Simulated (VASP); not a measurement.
# Al2InN3 (Cmc2_1) in VASP: notebook

Runs on Al2InN3. Level: PBE. Tasks: single point.

Program: VASP 6.6.1. These are calculated values, not measurements. Logs are shortened: lines on timing, memory, paths and dates and some standing lists are left out, and cuts for length are marked.

### 1 The cell of the first run

It takes space group Cmc2_1 (No. 36, orthorhombic). The conventional cell has a = 9.911 Å, b = 6.013 Å, c = 5.290 Å, α = 90.00°, β = 90.00°, γ = 90.00°. Al (site symmetry 1) has 4 N at 1.93 to 2.01 Å within 2.6 Å. In (site symmetry m) has 4 N at 2.22 to 2.32 Å within 2.9 Å. Within 2.6 Å of N (site symmetry 1) lie 3 Al at 1.93 to 2.01 Å and 1 In at 2.22 Å. N (site symmetry m) has 2 Al at 1.94 Å and 2 In at 2.22 to 2.32 Å within 2.6 Å.

### 2 Single point, PBE (13.13 Å³/atom)

Input file INCAR:

```
PREC = Accurate ; ENCUT = 520
EDIFF = 1E-7 ; ISMEAR = 0
SIGMA = 0.05 ; LREAL = F
LASPH = T ; NELM = 60
ALGO = Normal ; ISIF = 2
LWAVE = F ; LCHARG = F
GGA = PE ; NBANDS = 46
```

Input file KPOINTS:

```
regular mesh
0
Gamma
  6 6 6
```

Input file POSCAR:

```
Al2InN3
1.0
    4.9552687446     -3.0062589342      0.0000000000
    4.9552687446      3.0062589342      0.0000000000
    0.0000000000      0.0000000000      5.2903905031
Al In N
4 2 6
Direct
    0.0084427086      0.3348641725      0.9917411822
    0.6651358275      0.9915572914      0.9917411822
    0.9915572914      0.6651358275      0.4917411822
    0.3348641725      0.0084427086      0.4917411822
    0.3220722962      0.6779277038      0.9869930315
    0.6779277038      0.3220722962      0.4869930315
    0.0367610679      0.3336262977      0.3556963910
    0.6663737023      0.9632389321      0.3556963910
    0.9632389321      0.6663737023      0.8556963910
    0.3336262977      0.0367610679      0.8556963910
    0.2982358752      0.7017641248      0.4061317922
    0.7017641248      0.2982358752      0.9061317922
```

Potentials or basis: VASP PAW PBE potentials, release 64 (Al, In_d, N).

The run is started by

```console
> cat potpaw_PBE.64/Al/POTCAR potpaw_PBE.64/In_d/POTCAR potpaw_PBE.64/N/POTCAR > POTCAR
> mpirun -np 1 vasp_std > vasp.out
```

OUTCAR:

```text
PREC = Accurate
   ENCUT = 520
   EDIFF = 1E-7
   ISMEAR = 0
   LREAL = F
   LASPH = T
   NELM = 60
   ISIF = 2
   GGA = PE

 ion  position               nearest neighbor table
   1  0.008  0.335  0.992-   7 1.93  12 1.94   9 1.95  10 2.01   3 3.24   3 3.24   5 3.26   6 3.27
                             4 3.29   4 3.29   6 3.31   5 3.38   5 3.53
   2  0.665  0.992  0.992-   8 1.93  12 1.94  10 1.95   9 2.01   4 3.24   4 3.24   5 3.26   6 3.27
                             3 3.29   3 3.29   6 3.31   5 3.38   5 3.53
   3  0.992  0.665  0.492-   9 1.93  11 1.94   7 1.95   8 2.01   1 3.24   1 3.24   6 3.26   5 3.27
                             2 3.29   2 3.29   5 3.31   6 3.38   6 3.53
   4  0.335  0.008  0.492-  10 1.93  11 1.94   8 1.95   7 2.01   2 3.24   2 3.24   6 3.26   5 3.27
                             1 3.29   1 3.29   5 3.31   6 3.38   6 3.53
   5  0.322  0.678  0.987-  11 2.22  10 2.22   9 2.22  12 2.32   1 3.26   2 3.26   3 3.27   4 3.27
                             3 3.31   4 3.31   1 3.38   2 3.38   6 3.40   6 3.40   2 3.53   1 3.53
   6  0.678  0.322  0.487-  12 2.22   8 2.22   7 2.22  11 2.32   3 3.26   4 3.26   1 3.27   2 3.27
                             1 3.31   2 3.31   4 3.38   3 3.38   5 3.40   5 3.40   4 3.53   3 3.53
   7  0.037  0.334  0.356-   1 1.93   3 1.95   4 2.01   6 2.22
   8  0.666  0.963  0.356-   2 1.93   4 1.95   3 2.01   6 2.22
   9  0.963  0.666  0.856-   3 1.93   1 1.95   2 2.01   5 2.22
  10  0.334  0.037  0.856-   4 1.93   2 1.95   1 2.01   5 2.22
  11  0.298  0.702  0.406-   3 1.94   4 1.94   5 2.22   6 2.32
  12  0.702  0.298  0.906-   1 1.94   2 1.94   6 2.22   5 2.32

  LATTYP: Found a base centered orthorhombic cell.
 ALAT       =     6.0125178684
 B/A-ratio  =     1.6483173449
 C/A-ratio  =     0.8798960134

  Lattice vectors:

 A1 = (  -4.9552687446,  -3.0062589342,   0.0000000000)
 A2 = (   4.9552687446,  -3.0062589342,   0.0000000000)
 A3 = (   0.0000000000,   0.0000000000,   5.2903905031)

Analysis of symmetry for initial positions (statically):
=====================================================================
 Subroutine PRICEL returns:
 Original cell was already a primitive cell.

 Routine SETGRP: Setting up the symmetry group for a
 base centered orthorhombic supercell.

 Subroutine GETGRP returns: Found  4 space group operations
 (whereof  2 operations were pure point group operations)
 out of a pool of  8 trial point group operations.

The static configuration has the point symmetry C_1h.
 The point group associated with its full space group is C_2v.

Analysis of symmetry for dynamics (positions and initial velocities):
=====================================================================
 Subroutine PRICEL returns:
 Original cell was already a primitive cell.

 Routine SETGRP: Setting up the symmetry group for a
 base centered orthorhombic supercell.

 Subroutine GETGRP returns: Found  4 space group operations
 (whereof  2 operations were pure point group operations)
 out of a pool of  8 trial point group operations.

The dynamic configuration has the point symmetry C_1h.
 The point group associated with its full space group is C_2v.

 Subroutine INISYM returns: Found  4 space group operations
 (whereof  2 operations are pure point group operations),
 and found     1 'primitive' translations

----------------------------------------------------------------------------------------

                                     Primitive cell

  volume of cell :     157.6200

  direct lattice vectors                    reciprocal lattice vectors
     4.955268745 -3.006258934  0.000000000     0.100902701 -0.166319672  0.000000000
     4.955268745  3.006258934  0.000000000     0.100902701  0.166319672  0.000000000
     0.000000000  0.000000000  5.290390503     0.000000000  0.000000000  0.189021963

  length of vectors
     5.795884843  5.795884843  5.290390503     0.194534286  0.194534286  0.189021963

  position of ions in fractional coordinates (direct lattice)
     0.008442709  0.334864172  0.991741182
     0.665135828  0.991557291  0.991741182
     0.991557291  0.665135828  0.491741182
     0.334864172  0.008442709  0.491741182
     0.322072296  0.677927704  0.986993031
     0.677927704  0.322072296  0.486993031
     0.036761068  0.333626298  0.355696391
     0.666373702  0.963238932  0.355696391
     0.963238932  0.666373702  0.855696391
     0.333626298  0.036761068  0.855696391
     0.298235875  0.701764125  0.406131792
[... 30 lines left out ...]
     0.000000000  0.000000000  0.031503661     0.000000000  0.000000000  0.166666667

  Length of vectors
     0.032422381  0.032422381  0.031503661

  Shift w.r.t. Gamma in fractional coordinates (k-lattice)
     0.000000000  0.000000000  0.000000000

 Subroutine IBZKPT returns following result:
 ===========================================

 Found     52 irreducible k-points:

 Following reciprocal coordinates:
            Coordinates               Weight
  0.000000  0.000000  0.000000      1.000000
  0.166667  0.000000  0.000000      4.000000
  0.333333 -0.000000  0.000000      4.000000
  0.500000  0.000000  0.000000      2.000000
  0.166667  0.166667  0.000000      2.000000
  0.333333  0.166667  0.000000      4.000000
[... 16 lines left out ...]
  0.333333  0.333333  0.166667      4.000000
  0.500000  0.333333  0.166667      8.000000
 [... further k-points ...]
   k-points           NKPTS =     52   k-points in BZ     NKDIM =     52   number of bands    NBANDS=     46
   number of dos      NEDOS =    301   number of ions     NIONS =     12
   total plane-waves  NPLWV =  92160
   dimension x,y,z NGX =    48 NGY =   48 NGZ =   40
   dimension x,y,z NGXF=    96 NGYF=   96 NGZF=   80
   ions per type =               4   2   6
   NGX,Y,Z   is equivalent  to a cutoff of  13.77, 13.77, 12.57 a.u.
   NGXF,Y,Z  is equivalent  to a cutoff of  27.54, 27.54, 25.14 a.u.
 SYSTEM =  unknown system
   PREC   = accura    normal or accurate (medium, high low for compatibility)
   ISTART =      0    job   : 0-new  1-cont  2-samecut
   ICHARG =      2    charge: 1-file 2-atom 10-const
   ISPIN  =      1    spin polarized calculation?
   LNONCOLLINEAR =      F non collinear calculations
   LSORBIT =      F    spin-orbit coupling
   LASPH  =      T    aspherical Exc in radial PAW
   ENCUT  =  520.0 eV  38.22 Ry    6.18 a.u.  10.78 10.78  9.84*2*pi/ulx,y,z
   NELM   =     60;   NELMIN=  2; NELMDL= -5     # of ELM steps
   EDIFF  = 0.1E-06   stopping-criterion for ELM
   LREAL  =      F    real-space projection
   EDIFFG = 0.1E-05   stopping-criterion for IOM
   NSW    =      0    number of steps for IOM
   IBRION =     -1    ionic relax: 0-MD 1-quasi-New 2-CG
   NFREE  =      0    steps in history (QN), initial steepest desc. (CG)
   ISIF   =      2    stress and relaxation
   ISYM   =      2    0-nonsym 1-usesym 2-fastsym
   POTIM  = 0.5000    time-step for ionic-motion
   TEBEG  =    0.0;   TEEND  =   0.0 temperature during run
   PSTRESS=    0.0 pullay stress
   NELECT =      68.0000    total number of electrons
   NUPDOWN=      -1.0000    fix difference up-down
   EMIN   =  10.00;   EMAX   =-10.00  energy-range for DOS
   EFERMI =   0.00;   METHOD = LEGACY
   ISMEAR =     0;   SIGMA  =   0.05  broadening in eV -4-tet -1-fermi 0-gaus
   EFERMI_NEDOS =   21; number of points for ismear=-14 and -15
   IALGO  =     38    algorithm
   IMIX   =      4    mixing-type and parameters
     AMIX     =   0.40;   BMIX     =  1.00
     AMIX_MAG =   1.60;   BMIX_MAG =  1.00
  volume/ion in A,a.u.               =      13.13        88.64
  Fermi-wavevector in a.u.,A,eV,Ry     =   1.237012  2.337614 20.819628  1.530199
  Thomas-Fermi vector in A             =   2.371597
   LORBIT       =      0    0 simple, 1 ext, 2 COOP (PROOUT), +10 PAW based schemes
   GGA     = PE    functional components
   LHFCALC =     F    Hartree Fock is set to
   AEXX    =    0.0000 exact exchange contribution
   IVDW    =     0    specifies the selected vdW correction
   LEPSILON=     F    determine dielectric tensor
   LRPA    =     F    only Hartree local field effects (RPA)
 non-spin polarized calculation
 Gauss-broadening in eV      SIGMA  =   0.05
  energy-cutoff  :      520.00
  volume of cell :      157.62
 maximum number of plane-waves:      4278
 NGX is ok and might be reduce to    48
   NGX = 21   NGY = 21   NGZ = 19

 number of electron      68.0000017 magnetization

 Free energy of the ion-electron system (eV)
  ---------------------------------------------------
  ext. energy  EPLUGINS =         0.00000000
  ---------------------------------------------------
  free energy    TOTEN  =       -80.18844925 eV

  energy without entropy =      -80.18844925  energy(sigma->0) =      -80.18844925

 E-fermi :   5.6153     XC(G=0): -10.5033

 val. band max:        5.3546109328   @ k =   0.0000   0.0000   0.0000
 cond. band min:       7.0338742233   @ k =   0.0000   0.0000   0.0000
 fundamental gap:      1.6792632905
 Fermi energy:         5.6152954005

 k-point     1 :       0.0000    0.0000    0.0000
  band No.  band energies     occupation
      1      -8.9332      2.00000
      2      -8.5592      2.00000
      3      -8.3047      2.00000
      4      -8.1940      2.00000
      5      -8.1706      2.00000
      6      -7.9805      2.00000
[... 1165 lines left out ...]
     45      13.8462      0.00000
     46      14.0571      0.00000

 [... further k-points ...]

------------------------ aborting loop because EDIFF is reached ----------------------------------------

  FORCE on cell =-STRESS in cart. coord.  units (eV):
  Direction    XX          YY          ZZ          XY          YZ          ZX
  --------------------------------------------------------------------------------------
  -------------------------------------------------------------------------------------
  Total       -7.0451100    -18.5355477     -6.1800980      0.0000000      0.0000000      0.0000000
  in kB      -71.6122032   -188.4103181    -62.8195213      0.0000000      0.0000000      0.0000000
  external PRESSURE =    -107.6140142 kB  Pullay stress =       0.0000000 kB

 VOLUME and BASIS-vectors are now :
 -----------------------------------------------------------------------------
  energy-cutoff  :      520.00
  volume of cell :      157.62
      direct lattice vectors                 reciprocal lattice vectors
     4.955268745 -3.006258934  0.000000000     0.100902701 -0.166319672  0.000000000
     4.955268745  3.006258934  0.000000000     0.100902701  0.166319672  0.000000000
     0.000000000  0.000000000  5.290390503     0.000000000  0.000000000  0.189021963

 POSITION                                       TOTAL-FORCE (eV/Angst)
 -----------------------------------------------------------------------------------
      1.70118      0.98131      5.24670         0.012170     -0.155408     -0.178690
      8.20936      0.98131      5.24670        -0.012170     -0.155408     -0.178690
      8.20936     -0.98131      2.60150        -0.012170      0.155408     -0.178690
      1.70118     -0.98131      2.60150         0.012170      0.155408     -0.178690
      4.95527      1.06979      5.22158         0.000000     -0.257378     -0.099754
      4.95527     -1.06979      2.57638         0.000000      0.257378     -0.099754
      1.83537      0.89245      1.88177         0.075620     -0.251807      0.212570
      8.07517      0.89245      1.88177        -0.075620     -0.251807      0.212570
      8.07517     -0.89245      4.52697        -0.075620      0.251807      0.212570
      1.83537     -0.89245      4.52697         0.075620      0.251807      0.212570
      4.95527      1.21311      2.14860         0.000000     -0.177946      0.031995
      4.95527     -1.21311      4.79379         0.000000      0.177946      0.031995
 -----------------------------------------------------------------------------------
    total drift:                                0.000000      0.000000      0.000582

  FREE ENERGIE OF THE ION-ELECTRON SYSTEM (eV)
  ---------------------------------------------------
  free  energy   TOTEN  =       -80.1884492523 eV

  energy  without entropy=      -80.1884492523  energy(sigma->0) =      -80.18844925
```

Wall time 8.9 min (1 thread of Oxide Virtual Turin-like, shared host); peak memory 0.45 GiB.

What came out:

| Quantity | Value |
| --- | --- |
| Free energy | -80.1884 eV |
| Pressure | -10.8 GPa |
| Largest force | 0.338 eV/Å |
| Band gap on the k mesh | 1.68 eV |

Forces in eV/Å, atoms in the order of the input:
```
Al   0.012 -0.155 -0.179
Al  -0.012 -0.155 -0.179
Al  -0.012  0.155 -0.179
Al   0.012  0.155 -0.179
In   0.000 -0.257 -0.100
In   0.000  0.257 -0.100
N    0.076 -0.252  0.213
N   -0.076 -0.252  0.213
N   -0.076  0.252  0.213
N    0.076  0.252  0.213
N    0.000 -0.178  0.032
N    0.000  0.178  0.032
```

Caveat: the stress differs along the axes, from -19 to -6 GPa; spin-orbit coupling is left out, which moves the levels of the heavy elements.

### 3 Single point, PBE (13.62 Å³/atom)

This run uses another cell than the first one, of 13.62 Å³/atom.

Input file INCAR:

```
ALGO     = Normal         # electronic algorithm
EDIFF    = 1E-6           # SCF threshold, eV
ENCUT    = 520            # plane-wave cutoff, eV
GGA      = PE             # functional
ISIF     = 2              # what is computed and relaxed
ISMEAR   = 0              # smearing method
LASPH    = T              # aspherical terms in the spheres
LCHARG   = F              # write CHGCAR
LREAL    = F              # projectors in reciprocal space
LWAVE    = F              # write WAVECAR
NBANDS   = 46             # bands
NELM     = 80             # most SCF steps
PREC     = Accurate       # precision mode
SIGMA    = 0.05           # smearing width, eV
```

Input file KPOINTS:

```
k-points
0
Gamma
  6 6 6
```

Edit POSCAR of step 2 so:

```diff
@@ -2,5 +2,5 @@
 1.0
-    4.9552687446     -3.0062589342      0.0000000000
-    4.9552687446      3.0062589342      0.0000000000
-    0.0000000000      0.0000000000      5.2903905031
+    5.1515402097     -2.8844667577      0.0000000000
+    5.1515402097      2.8844667577      0.0000000000
+    0.0000000000      0.0000000000      5.4999356859
 Al In N
```

Potentials or basis: VASP PAW PBE potentials, release 64 (Al, In_d, N).

The run is started by

```console
> cat potpaw_PBE.64/Al/POTCAR potpaw_PBE.64/In_d/POTCAR potpaw_PBE.64/N/POTCAR > POTCAR
> mpirun -np 1 vasp_std > vasp.out
```

Run time: 8.6 min. Hardware: 1 thread of Oxide Virtual Turin-like, shared host; peak memory 0.47 GiB.

It converged, with:

```
Free energy            : -79.8782 eV
Pressure               : -15.0 GPa
Largest force          : 0.193 eV/Å
Band gap on the k mesh : 1.52 eV
```

Forces on the atoms (eV/Å):
```
Al  -0.029  0.086  0.054
Al   0.029  0.086  0.054
Al   0.029 -0.086  0.054
Al  -0.029 -0.086  0.054
In   0.000  0.107  0.100
In   0.000 -0.107  0.100
N   -0.008  0.131 -0.067
N    0.008  0.131 -0.067
N    0.008 -0.131 -0.067
N   -0.008 -0.131 -0.067
N    0.000  0.179 -0.074
N    0.000 -0.179 -0.074
```

Stress tensor (GPa, compression positive):
```
-17.12   0.00   0.00
  0.00 -11.26   0.00
  0.00   0.00 -16.68
```

Levels at points of the mesh, in eV from the valence-band top:
| k point | band 32 | band 33 | band 34 | band 35 | band 36 | band 37 |
| --- | --- | --- | --- | --- | --- | --- |
| (0.00, 0.00, 0.00) | -0.10 | -0.02 | 0.00 | 1.52 | 3.70 | 5.06 |
| (0.50, 0.00, 0.00) | -0.54 | -0.49 | -0.23 | 3.61 | 3.89 | 5.34 |
| (0.50, 0.50, 0.00) | -0.46 | -0.43 | -0.35 | 3.31 | 4.02 | 4.78 |
| (0.00, 0.00, 0.50) | -0.38 | -0.14 | -0.14 | 3.57 | 3.57 | 6.06 |
| (0.50, 0.00, 0.50) | -0.76 | -0.50 | -0.50 | 3.96 | 3.96 | 5.05 |
| (0.50, 0.50, 0.50) | -0.81 | -0.61 | -0.61 | 3.98 | 3.98 | 4.96 |

Caveat: the stress differs along the axes, from -17 to -11 GPa; spin-orbit coupling is left out, which moves the levels of the heavy elements.
